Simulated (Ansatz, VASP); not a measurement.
## Eu: VASP beside Ansatz

The input INCAR:

```
SYSTEM = Eu
PREC = Accurate
ENCUT = 520
EDIFF = 1E-6
ISMEAR = -1
SIGMA = 0.05
LREAL = .FALSE.
LASPH = .TRUE.
NELM = 150
ALGO = Normal
ISIF = 2
LWAVE = .FALSE.
LCHARG = .FALSE.
ISPIN = 2
MAGMOM = 7
LORBIT = 11
LMAXMIX = 6
GGA = CA
NBANDS = 18
```

KPOINTS

```
regular mesh
0
G
  8 8 8
  0 0 0
```

File POSCAR:

```
Eu
1.0
   -2.2559868084      2.2559868084      2.2559868084
    2.2559868084     -2.2559868084      2.2559868084
    2.2559868084      2.2559868084     -2.2559868084
Eu
1
Direct
    0.0000000000      0.0000000000      0.0000000000
```

input.yaml

```yaml
crystal:
  lattice:
    - [-2.2559868084, 2.2559868084, 2.2559868084]
    - [2.2559868084, -2.2559868084, 2.2559868084]
    - [2.2559868084, 2.2559868084, -2.2559868084]
  atoms:
    - { symbol: Eu, position: [0.0, 0.0, 0.0], spin: 7.0 }
kpoints:
  mp_grid: { grid: [8, 8, 8] }
scf:
  occupations: { method: fermi_dirac, width: 0.05 }
hamiltonian:
  xc: lda
  pseudopotentials: { kind: all_electron, lapw: { basis_error: 0.001 } }
magnetization:
  spin_polarized: true
output:
  forces: true
  stress: true
  eigenvalues: true
```

Change from the starting cell: volume scaled by 0.94.

Alike in both runs: task single point; functional LDA; k mesh 8 × 8 × 8; occupations fermi-dirac, width 0.05 eV; collinear spin.

```csv
,VASP,Ansatz
version,VASP 6.6.1,Ansatz 0.2.0
potentials or method,"VASP PAW PBE potentials, release 64 (Eu), cutoff 520 eV","all-electron LAPW, scalar-relativistic"
```

|  | VASP | Ansatz | Ansatz less VASP |
| --- | --- | --- | --- |
| gap on the k mesh at the Fermi level (eV) | none | none | - |
| pressure (GPa) | -3.6 | -3.3 | +0.35 |
| net moment per atom (μB) | 7.21 | 7.25 | +0.037 |
| size of the moment on the site where the two differ most (μB) | 6.69 | 7.11 | +0.424 |

VASP's potentials were made for PBE, not for LDA. LDA's correlation is that of Perdew and Zunger in VASP and of Perdew and Wang (1992) in Ansatz. Site moments also hang on the region over which each program counts them. A gap of «none» marks a metal or a gap that the smearing closes. Ansatz ran all-electron here, and VASP with PAW potentials.

Neither program's run includes spin-orbit coupling. Noted on Ansatz's run: the open f shell may have settled in a state that isn't the lowest.
